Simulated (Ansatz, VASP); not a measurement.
**SnO2 in VASP and in Ansatz**

The input INCAR:

```
ALGO = Normal
EDIFF = 1E-6
ENCUT = 520
GGA = PE
ISIF = 2
ISMEAR = 0
LASPH = T
LCHARG = F
LREAL = F
LWAVE = F
NBANDS = 35
NELM = 80
PREC = Accurate
SIGMA = 0.05
```

The input KPOINTS:

```
k-points
0
Gamma
  6 6 8
```

Contents of POSCAR:

```
SnO2
1.0
    4.6345967963      0.0000000000      0.0000000000
    0.0000000000      4.6345967963      0.0000000000
    0.0000000000      0.0000000000      3.1084713030
Sn O
2 4
Direct
    0.0000000000      0.0000000000      0.0000000000
    0.5000000000      0.5000000000      0.5000000000
    0.3066050863      0.3066050863      0.0000000000
    0.1933949137      0.8066050863      0.5000000000
    0.6933949137      0.6933949137      0.0000000000
    0.8066050863      0.1933949137      0.5000000000
```

Input for Ansatz:

```yaml
crystal:
  lattice:
    - [4.6345967963, 0.0, 0.0]
    - [0.0, 4.6345967963, 0.0]
    - [0.0, 0.0, 3.108471303]
  atoms:
    - { symbol: Sn, position: [0.0, 0.0, 0.0] }
    - { symbol: Sn, position: [0.5, 0.5, 0.5] }
    - { symbol: O, position: [0.3066050863, 0.3066050863, 0.0] }
    - { symbol: O, position: [0.1933949137, 0.8066050863, 0.5] }
    - { symbol: O, position: [0.6933949137, 0.6933949137, 0.0] }
    - { symbol: O, position: [0.8066050863, 0.1933949137, 0.5] }
basis:
  ecutwfc: 420
kpoints:
  mp_grid: { grid: [6, 6, 8] }
hamiltonian:
  xc: pbe
scf:
  occupations: { method: gaussian, width: 0.05 }
output:
  forces: true
  stress: true
  eigenvalues: true
```

Change from the starting cell: strain -0.040 along x and y, -0.040 along z, atoms carried along.

Alike in both runs: task single point; functional PBE; k mesh 6 × 6 × 8; occupations gaussian, width 0.05 eV; no spin polarisation.

|  | VASP | Ansatz |
| --- | --- | --- |
| version | VASP 6.6.1 | Ansatz 0.2.0 |
| potentials or method | VASP PAW PBE potentials, release 64 (Sn_d, O), cutoff 520 eV | scalar-relativistic, plane waves, PAW |
| valence electrons in the cell | 52 | 52 |

```csv
,VASP,Ansatz,Ansatz less VASP
gap on the k mesh at the Fermi level (eV),2.11,2.12,+0.006
least direct gap on the mesh (eV),2.11,2.12,+0.006
pressure (GPa),30.7,29.9,-0.82
"traceless stress, the component that is largest in VASP (GPa)",6.25,5.97,-0.276
rms of the force components (eV/Å),0.254,0.243,-0.0109
```

Atom by atom the forces differ by 0.011 eV/Å (rms over components). Both programs put the cell under a high pressure, so it lies far from rest at this level.
